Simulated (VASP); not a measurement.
# PbS (CsCl type) (Pm-3m) in VASP: further runs

The runs below take PbS (CsCl type) through single point, relaxation of cell and atoms, with PBE.

Program: VASP 6.6.1. These are calculated values, not measurements. Logs are shortened: lines on timing, memory, paths and dates and some standing lists are left out, and cuts for length are marked.

**1. The cell of the first run**

It takes space group Pm-3m (No. 221, cubic). Conventional cell: a = 3.652 Å, b = 3.652 Å, c = 3.652 Å, α = 90.00°, β = 90.00°, γ = 90.00°. Pb (site symmetry m-3m) has 8 S at 3.16 Å and 6 Pb at 3.65 Å within 4.2 Å. Within 4.2 Å of S (site symmetry m-3m) lie 8 Pb at 3.16 Å and 6 S at 3.65 Å.

**2. Single point, PBE**

Contents of INCAR:

```
PREC = Accurate
ENCUT = 520
EDIFF = 1E-6
ISMEAR = -1
SIGMA = 0.1
LREAL = False
LASPH = True
NELM = 60
ALGO = Normal
ISIF = 2
LWAVE = False
LCHARG = True
GGA = PE
LELF = True
LVHAR = True
NBANDS = 17
```

Contents of KPOINTS:

```
Automatic mesh
0
Gamma
  11 11 11
```

Contents of POSCAR:

```
PbS
1.0
    3.6517378308      0.0000000000      0.0000000000
    0.0000000000      3.6517378308      0.0000000000
    0.0000000000      0.0000000000      3.6517378308
Pb S
1 1
Direct
    0.0000000000      0.0000000000      0.0000000000
    0.5000000000      0.5000000000      0.5000000000
```

Potentials or basis: VASP PAW PBE potentials, release 64 (Pb_d, S).

On the command line:

```sh
$ cat potpaw_PBE.64/Pb_d/POTCAR potpaw_PBE.64/S/POTCAR > POTCAR
$ mpirun -np 1 vasp_std > vasp.out
```

OUTCAR:

```text
PREC = Accurate
   ENCUT = 520
   EDIFF = 1E-6
   ISMEAR = -1
   LREAL = False
   LASPH = True
   NELM = 60
   ISIF = 2
   GGA = PE

 ion  position               nearest neighbor table
   1  0.000  0.000  0.000-   2 3.16   2 3.16   2 3.16   2 3.16   2 3.16   2 3.16   2 3.16   2 3.16

   2  0.500  0.500  0.500-   1 3.16   1 3.16   1 3.16   1 3.16   1 3.16   1 3.16   1 3.16   1 3.16

  LATTYP: Found a simple cubic cell.
 ALAT       =     3.6517378308

  Lattice vectors:

 A1 = (   3.6517378308,   0.0000000000,   0.0000000000)
 A2 = (   0.0000000000,   3.6517378308,   0.0000000000)
 A3 = (   0.0000000000,   0.0000000000,   3.6517378308)

Analysis of symmetry for initial positions (statically):
=====================================================================
 Subroutine PRICEL returns:
 Original cell was already a primitive cell.

 Routine SETGRP: Setting up the symmetry group for a
 simple cubic supercell.

 Subroutine GETGRP returns: Found 48 space group operations
 (whereof 48 operations were pure point group operations)
 out of a pool of 48 trial point group operations.

The static configuration has the point symmetry O_h .

Analysis of symmetry for dynamics (positions and initial velocities):
=====================================================================
 Subroutine PRICEL returns:
 Original cell was already a primitive cell.

 Routine SETGRP: Setting up the symmetry group for a
 simple cubic supercell.

 Subroutine GETGRP returns: Found 48 space group operations
 (whereof 48 operations were pure point group operations)
 out of a pool of 48 trial point group operations.

The dynamic configuration has the point symmetry O_h .

 Subroutine INISYM returns: Found 48 space group operations
 (whereof 48 operations are pure point group operations),
 and found     1 'primitive' translations

----------------------------------------------------------------------------------------

                                     Primitive cell

  volume of cell :      48.6966

  direct lattice vectors                    reciprocal lattice vectors
     3.651737831  0.000000000  0.000000000     0.273842222  0.000000000  0.000000000
     0.000000000  3.651737831  0.000000000     0.000000000  0.273842222  0.000000000
     0.000000000  0.000000000  3.651737831     0.000000000  0.000000000  0.273842222

  length of vectors
     3.651737831  3.651737831  3.651737831     0.273842222  0.273842222  0.273842222

  position of ions in fractional coordinates (direct lattice)
     0.000000000  0.000000000  0.000000000
     0.500000000  0.500000000  0.500000000

  ion indices of the primitive-cell ions
   primitive index   ion index
                 1           1
                 2           2

----------------------------------------------------------------------------------------

 KPOINTS: Automatic mesh

Automatic generation of k-mesh.
 Grid dimensions read from file:
 generate k-points for:   11   11   11

 Generating k-lattice:

  Cartesian coordinates                     Fractional coordinates (reciprocal lattice)
     0.024894747  0.000000000  0.000000000     0.090909091  0.000000000  0.000000000
     0.000000000  0.024894747  0.000000000     0.000000000  0.090909091  0.000000000
     0.000000000  0.000000000  0.024894747     0.000000000  0.000000000  0.090909091

  Length of vectors
     0.024894747  0.024894747  0.024894747

  Shift w.r.t. Gamma in fractional coordinates (k-lattice)
     0.000000000  0.000000000  0.000000000

 Subroutine IBZKPT returns following result:
 ===========================================

 Found     56 irreducible k-points:

 Following reciprocal coordinates:
            Coordinates               Weight
  0.000000  0.000000  0.000000      1.000000
  0.090909  0.000000  0.000000      6.000000
  0.181818  0.000000  0.000000      6.000000
  0.272727  0.000000  0.000000      6.000000
  0.363636  0.000000  0.000000      6.000000
  0.454545  0.000000  0.000000      6.000000
[... 16 lines left out ...]
  0.181818  0.090909  0.090909     24.000000
  0.272727  0.090909  0.090909     24.000000
 [... further k-points ...]
   k-points           NKPTS =     56   k-points in BZ     NKDIM =     56   number of bands    NBANDS=     17
   number of dos      NEDOS =    301   number of ions     NIONS =      2
   total plane-waves  NPLWV =  21952
   dimension x,y,z NGX =    28 NGY =   28 NGZ =   28
   dimension x,y,z NGXF=    56 NGYF=   56 NGZF=   56
   ions per type =               1   1
   NGX,Y,Z   is equivalent  to a cutoff of  12.75, 12.75, 12.75 a.u.
   NGXF,Y,Z  is equivalent  to a cutoff of  25.49, 25.49, 25.49 a.u.
 SYSTEM =  unknown system
   PREC   = accura    normal or accurate (medium, high low for compatibility)
   ISTART =      0    job   : 0-new  1-cont  2-samecut
   ICHARG =      2    charge: 1-file 2-atom 10-const
   ISPIN  =      1    spin polarized calculation?
   LNONCOLLINEAR =      F non collinear calculations
   LSORBIT =      F    spin-orbit coupling
   LASPH  =      T    aspherical Exc in radial PAW
   ENCUT  =  520.0 eV  38.22 Ry    6.18 a.u.   6.79  6.79  6.79*2*pi/ulx,y,z
   NELM   =     60;   NELMIN=  2; NELMDL= -5     # of ELM steps
   EDIFF  = 0.1E-05   stopping-criterion for ELM
   LREAL  =      F    real-space projection
   EDIFFG = 0.1E-04   stopping-criterion for IOM
   NSW    =      0    number of steps for IOM
   IBRION =     -1    ionic relax: 0-MD 1-quasi-New 2-CG
   NFREE  =      0    steps in history (QN), initial steepest desc. (CG)
   ISIF   =      2    stress and relaxation
   ISYM   =      2    0-nonsym 1-usesym 2-fastsym
   POTIM  = 0.5000    time-step for ionic-motion
   TEBEG  =    0.0;   TEEND  =   0.0 temperature during run
   PSTRESS=    0.0 pullay stress
   NELECT =      20.0000    total number of electrons
   NUPDOWN=      -1.0000    fix difference up-down
   EMIN   =  10.00;   EMAX   =-10.00  energy-range for DOS
   EFERMI =   0.00;   METHOD = LEGACY
   ISMEAR =    -1;   SIGMA  =   0.10  broadening in eV -4-tet -1-fermi 0-gaus
   EFERMI_NEDOS =   21; number of points for ismear=-14 and -15
   IALGO  =     38    algorithm
   IMIX   =      4    mixing-type and parameters
     AMIX     =   0.40;   BMIX     =  1.00
     AMIX_MAG =   1.60;   BMIX_MAG =  1.00
  volume/ion in A,a.u.               =      24.35       164.31
  Fermi-wavevector in a.u.,A,eV,Ry     =   1.216892  2.299592 20.147851  1.480825
  Thomas-Fermi vector in A             =   2.352230
   LORBIT       =      0    0 simple, 1 ext, 2 COOP (PROOUT), +10 PAW based schemes
   GGA     = PE    functional components
   LHFCALC =     F    Hartree Fock is set to
   AEXX    =    0.0000 exact exchange contribution
   IVDW    =     0    specifies the selected vdW correction
   LEPSILON=     F    determine dielectric tensor
   LRPA    =     F    only Hartree local field effects (RPA)
 non-spin polarized calculation
  energy-cutoff  :      520.00
  volume of cell :       48.70
 maximum number of plane-waves:      1357
 NGX is ok and might be reduce to    28
   NGX = 13   NGY = 13   NGZ = 13

 number of electron      19.9999995 magnetization

 Free energy of the ion-electron system (eV)
  ---------------------------------------------------
  ext. energy  EPLUGINS =         0.00000000
  ---------------------------------------------------
  free energy    TOTEN  =        -8.26644000 eV

  energy without entropy =       -8.24831604  energy(sigma->0) =       -8.25737802

 E-fermi :   6.1401     XC(G=0): -10.1791

 val. band max:        6.1210646377   @ k =   0.1818   0.1818   0.1818
 cond. band min:       6.2447441954   @ k =   0.4545   0.4545   0.3636
 fundamental gap:      0.1236795577
 Fermi energy:         6.1401390562

 k-point     1 :       0.0000    0.0000    0.0000
  band No.  band energies     occupation
      1     -10.7743      2.00000
      2     -10.7743      2.00000
      3     -10.5628      2.00000
      4     -10.5628      2.00000
      5     -10.5628      2.00000
      6      -7.0195      2.00000
[... 9 lines left out ...]
     16      18.8699      0.00000
     17      18.9089      0.00000

 k-point     2 :       0.0909    0.0000    0.0000
  band No.  band energies     occupation
      1     -10.7734      2.00000
      2     -10.7617      2.00000
      3     -10.5674      2.00000
      4     -10.5674      2.00000
      5     -10.5623      2.00000
      6      -6.9492      2.00000
[... 9 lines left out ...]
     16      18.7574      0.00000
     17      18.7652      0.00000

 k-point     3 :       0.1818    0.0000    0.0000
  band No.  band energies     occupation
      1     -10.7713      2.00000
      2     -10.7282      2.00000
      3     -10.5798      2.00000
      4     -10.5798      2.00000
      5     -10.5611      2.00000
      6      -6.7446      2.00000
[... 9 lines left out ...]
     16      18.3270      0.00000
     17      18.7105      0.00000

 k-point     4 :       0.2727    0.0000    0.0000
  band No.  band energies     occupation
      1     -10.7685      2.00000
      2     -10.6846      2.00000
      3     -10.5960      2.00000
      4     -10.5960      2.00000
      5     -10.5595      2.00000
      6      -6.4282      2.00000
[... 9 lines left out ...]
     16      17.0901      0.00000
     17      18.8995      0.00000

 k-point     5 :       0.3636    0.0000    0.0000
  band No.  band energies     occupation
      1     -10.7660      2.00000
      2     -10.6448      2.00000
      3     -10.6108      2.00000
      4     -10.6108      2.00000
      5     -10.5580      2.00000
      6      -6.0589      2.00000
[... 9 lines left out ...]
     16      17.2061      0.00000
     17      18.8788      0.00000

 k-point     6 :       0.4545    0.0000    0.0000
  band No.  band energies     occupation
      1     -10.7645      2.00000
      2     -10.6212      2.00000
      3     -10.6195      2.00000
      4     -10.6195      2.00000
      5     -10.5572      2.00000
      6      -5.7737      2.00000
[... 9 lines left out ...]
     16      18.8729      0.00000
     17      19.1725      0.00000

 k-point     7 :       0.0909    0.0909    0.0000
  band No.  band energies     occupation
      1     -10.7669      2.00000
      2     -10.7549      2.00000
      3     -10.5725      2.00000
      4     -10.5673      2.00000
      5     -10.5665      2.00000
      6      -6.8793      2.00000
[... 9 lines left out ...]
     16      18.1675      0.00000
     17      18.1939      0.00000

 k-point     8 :       0.1818    0.0909    0.0000
  band No.  band energies     occupation
      1     -10.7625      2.00000
      2     -10.7234      2.00000
      3     -10.5861      2.00000
      4     -10.5792      2.00000
      5     -10.5656      2.00000
      6      -6.6758      2.00000
[... 9 lines left out ...]
     16      17.7095      0.00000
     17      17.8497      0.00000
[... 203 lines left out ...]
      1     -10.7036      2.00000
      2     -10.7005      2.00000
      3     -10.6034      2.00000
      4     -10.6018      2.00000
      5     -10.5616      2.00000
      6      -5.3208      2.00000
[... 9 lines left out ...]
     16      16.3650      0.00000
     17      17.4375      0.00000

 k-point    20 :       0.4545    0.3636    0.0000
  band No.  band energies     occupation
      1     -10.7176      2.00000
      2     -10.6969      2.00000
      3     -10.6107      2.00000
      4     -10.6011      2.00000
      5     -10.5402      2.00000
      6      -5.1463      2.00000
[... 9 lines left out ...]
     16      16.1792      0.00000
     17      16.6453      0.00000

 k-point    21 :       0.4545    0.4545    0.0000
  band No.  band energies     occupation
      1     -10.7348      2.00000
      2     -10.6904      2.00000
      3     -10.6092      2.00000
      4     -10.6090      2.00000
      5     -10.5194      2.00000
      6      -5.0088      2.00000
[... 9 lines left out ...]
     16      15.7957      0.00000
     17      15.8803      0.00000

 k-point    22 :       0.0909    0.0909    0.0909
  band No.  band energies     occupation
      1     -10.7542      2.00000
      2     -10.7542      2.00000
      3     -10.5733      2.00000
      4     -10.5712      2.00000
      5     -10.5712      2.00000
      6      -6.8098      2.00000
[... 9 lines left out ...]
     16      18.1284      0.00000
     17      18.1284      0.00000

 k-point    23 :       0.1818    0.0909    0.0909
  band No.  band energies     occupation
      1     -10.7521      2.00000
      2     -10.7203      2.00000
      3     -10.5869      2.00000
      4     -10.5840      2.00000
      5     -10.5703      2.00000
      6      -6.6077      2.00000
[... 9 lines left out ...]
     16      17.4958      0.00000
     17      18.0522      0.00000

 k-point    24 :       0.2727    0.0909    0.0909
  band No.  band energies     occupation
      1     -10.7495      2.00000
      2     -10.6761      2.00000
      3     -10.6052      2.00000
      4     -10.6006      2.00000
      5     -10.5685      2.00000
      6      -6.2976      2.00000
[... 9 lines left out ...]
     16      17.1338      0.00000
     17      17.6200      0.00000

 [... further k-points ...]

------------------------ aborting loop because EDIFF is reached ----------------------------------------

  FORCE on cell =-STRESS in cart. coord.  units (eV):
  Direction    XX          YY          ZZ          XY          YZ          ZX
  --------------------------------------------------------------------------------------
  -------------------------------------------------------------------------------------
  Total       -0.0215607     -0.0215607     -0.0215607      0.0000000      0.0000000     -0.0000000
  in kB       -0.7093742     -0.7093742     -0.7093742      0.0000000      0.0000000     -0.0000000
  external PRESSURE =      -0.7093742 kB  Pullay stress =       0.0000000 kB

 VOLUME and BASIS-vectors are now :
 -----------------------------------------------------------------------------
  energy-cutoff  :      520.00
  volume of cell :       48.70
      direct lattice vectors                 reciprocal lattice vectors
     3.651737831  0.000000000  0.000000000     0.273842222  0.000000000  0.000000000
     0.000000000  3.651737831  0.000000000     0.000000000  0.273842222  0.000000000
     0.000000000  0.000000000  3.651737831     0.000000000  0.000000000  0.273842222

 POSITION                                       TOTAL-FORCE (eV/Angst)
 -----------------------------------------------------------------------------------
      0.00000      0.00000      0.00000         0.000000      0.000000      0.000000
      1.82587      1.82587      1.82587         0.000000      0.000000      0.000000
 -----------------------------------------------------------------------------------
    total drift:                               -0.000000      0.000000      0.000000

  FREE ENERGIE OF THE ION-ELECTRON SYSTEM (eV)
  ---------------------------------------------------
  free  energy   TOTEN  =        -8.2664400010 eV

  energy  without entropy=       -8.2483160437  energy(sigma->0) =       -8.25737802
```

Run time: 28 s. Hardware: 1 thread of Intel Xeon 6975P-C, shared host; peak memory 0.19 GiB.

What came out:

```yaml
Free_energy: -8.2664 eV
Pressure: -0.1 GPa
Band_gap_on_the_k_mesh: zero (band 10 reaches 6.12 eV, above the bottom of band 11 at 5.86 eV)
```

Caveat: spin-orbit coupling is left out, which moves the levels of the heavy elements.

(Continued in part 2 of 2.)
